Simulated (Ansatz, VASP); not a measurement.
## One calculation of Si, two programs

The input POSCAR:

```
Si
1.0
    0.0000000000      2.7221188956      2.7221188956
    2.7221188956      0.0000000000      2.7221188956
    2.7221188956      2.7221188956      0.0000000000
Si
2
Direct
    0.0000000000      0.0000000000      0.0000000000
    0.2500000000      0.2500000000      0.2500000000
```

The input INCAR.step1:

```
SYSTEM = Si
PREC = Accurate
ENCUT = 520
EDIFF = 1E-5
ISMEAR = 0
SIGMA = 0.01
LREAL = .False.
LASPH = .True.
NELM = 100
ALGO = Normal
ISIF = 2
LWAVE = .True.
NBANDS = 11
GGA = PE
```

INCAR.step2

```
SYSTEM = Si
PREC = Accurate
ENCUT = 520
EDIFF = 1E-6
ISMEAR = 0
SIGMA = 0.01
LREAL = .False.
LASPH = .True.
NELM = 100
ALGO = Normal
ISIF = 2
LWAVE = .False.
LCHARG = .True.
GGA = PE
LHFCALC = .True.
HFSCREEN = 0.2079
PRECFOCK = Normal
LELF = .True.
LVHAR = .True.
NBANDS = 11
ISTART = 1
```

File KPOINTS:

```
regular mesh
0
Gamma
  6 6 6
  0 0 0
```

Input for Ansatz:

```yaml
crystal:
  lattice:
    - [0.0, 2.7221188956, 2.7221188956]
    - [2.7221188956, 0.0, 2.7221188956]
    - [2.7221188956, 2.7221188956, 0.0]
  atoms:
    - { symbol: Si, position: [0.0, 0.0, 0.0] }
    - { symbol: Si, position: [0.25, 0.25, 0.25] }
kpoints:
  mp_grid: { grid: [6, 6, 6] }
  band_path:
    path:
      - [0.0, 0.0, 0.0]
      - [0.5, 0.0, 0.5]
      - [0.625, 0.25, 0.625]
      - [0.375, 0.375, 0.75]
      - [0.5, 0.5, 0.5]
      - [0.5, 0.25, 0.75]
      - [0.0, 0.419271, 0.419271]
    npoints: 1
hamiltonian:
  xc: hse06
scf:
  occupations: { method: fixed }
  n_extra_bands: 4
output:
  forces: true
  stress: true
  eigenvalues: true
```

Alike in both runs: task single point; functional HSE06; k mesh 6 × 6 × 6; no spin polarisation.

```csv
,VASP,Ansatz
version,VASP 6.6.1,Ansatz 0.2.0
potentials or method,"VASP PAW PBE potentials, release 64 (Si)","plane waves, PAW"
plane-wave cutoff (eV),520,420
occupations,"gaussian, width 0.01 eV",fixed
valence electrons in the cell,8,8
```

|  | VASP | Ansatz | Ansatz less VASP |
| --- | --- | --- | --- |
| gap on the k mesh at the Fermi level (eV) | 1.31 | 1.29 | -0.013 |
| pressure (GPa) | -0.5 | -0.2 | +0.34 |

Ansatz's warnings: stress exchange threshold loose, stress scf threshold loose.
